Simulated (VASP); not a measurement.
PbS: relaxation of cell and atoms with revPBE+D3(BJ)

Crystal: PbS.

```
Pb S
1.0
     0.00000    2.96575    2.96575
     2.96575    0.00000    2.96575
     2.96575    2.96575    0.00000
Pb S
1 1
Direct
  0.00000 0.00000 0.00000
  0.50000 0.50000 0.50000
```

```yaml
Program: VASP 6.6.1
Task: relaxation of cell and atoms
Functional: revPBE
Dispersion: D3(BJ)
Potentials_or_basis: VASP PAW PBE potentials, release 64 (Pb_d, S)
Cutoff: 500 eV
k_mesh: 6 × 6 × 6
Occupations: gaussian, width 0.01 eV
Spin: no spin polarisation
Dipole_correction: no
Further_INCAR_settings: ALGO = Normal; EDIFF = 1e-07; IBRION = 2; EDIFFG = -0.03; NSW = 80; ISIF = 3
```

```
Relaxed volume                        : 25.78 Å³/atom
Relaxed cell                          : a = 4.178 Å, b = 4.178 Å, c = 4.178 Å, α = 60.00°, β = 60.00°, γ = 60.00°
Space group after relaxing (to 0.1 Å) : Fm-3m (No. 225)
Energy gained by relaxing             : 0.3 meV/atom
Ionic steps                           : 2
Pressure after relaxing               : 0.2 GPa
Band gap on the k mesh                : 0.39 eV
Dispersion energy per atom            : -0.655 eV
```

Step by step:
```
step  energy change (eV)  largest force (eV/Å)  pressure (GPa)  volume (Å³)
   1              0.0000                0.0000           -0.50        52.17
   2             -0.0007                0.0000            0.16        51.56
```

Final structure:
```
Pb S
1.0
     0.00000    2.95412    2.95412
     2.95412    0.00000    2.95412
     2.95412    2.95412    0.00000
Pb S
1 1
Direct
  0.00000 0.00000 0.00000
  0.50000 0.50000 0.50000
```

Levels at points of the mesh, in eV from the valence-band top:
```tsv
k point	band 8	band 9	band 10	band 11	band 12	band 13
(0.00, 0.00, 0.00)	-2.26	-2.26	-2.26	5.28	5.28	5.28
(0.50, 0.00, 0.00)	-1.86	-1.86	0.00	0.39	1.96	1.96
(0.50, 0.50, 0.00)	-5.29	-3.53	-3.53	3.86	5.65	5.76
```

Wall time 20 s on 1 thread of Intel(R) Xeon(R) Platinum 8488C (Sapphire Rapids), on a shared host, peak memory 0.19 GiB.

Caveat: the PAW data sets were made with another functional, which shifts forces and pressure a little; spin-orbit coupling is left out, which moves the levels of the heavy elements. A k mesh can miss the band edges.
